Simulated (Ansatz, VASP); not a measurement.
**One calculation of Cl, two programs**

```xyz
2
Lattice="13.0000 0.0000 0.0000 0.0000 13.3000 0.0000 0.0000 0.0000 13.6000" Properties=species:S:1:pos:R:3 pbc="T T T"
Cl    5.4950    6.6500    6.8000
Cl    7.5050    6.6500    6.8000
```

Alike in both runs: task relaxation of the atoms; functional PBEsol; k mesh 1 × 1 × 1; occupations gaussian, width 0.01 eV; no spin polarisation.

```csv
,VASP,Ansatz
version,VASP 6.6.1,Ansatz 0.2.0
potentials or method,"VASP PAW PBE potentials, release 64 (Cl), cutoff 520 eV","scalar-relativistic, plane waves, PAW"
valence electrons in the cell,14,14
```

VASP gave:

```
gap on the k mesh at the Fermi level, each at its own relaxed structure (eV) : 3.12
```

Q: What did Ansatz give for the same quantities?

A: gap on the k mesh at the Fermi level, each at its own relaxed structure (eV): 3.01.

VASP's potentials were made for PBE, not for PBEsol. Ansatz's warnings: stress scf threshold loose.
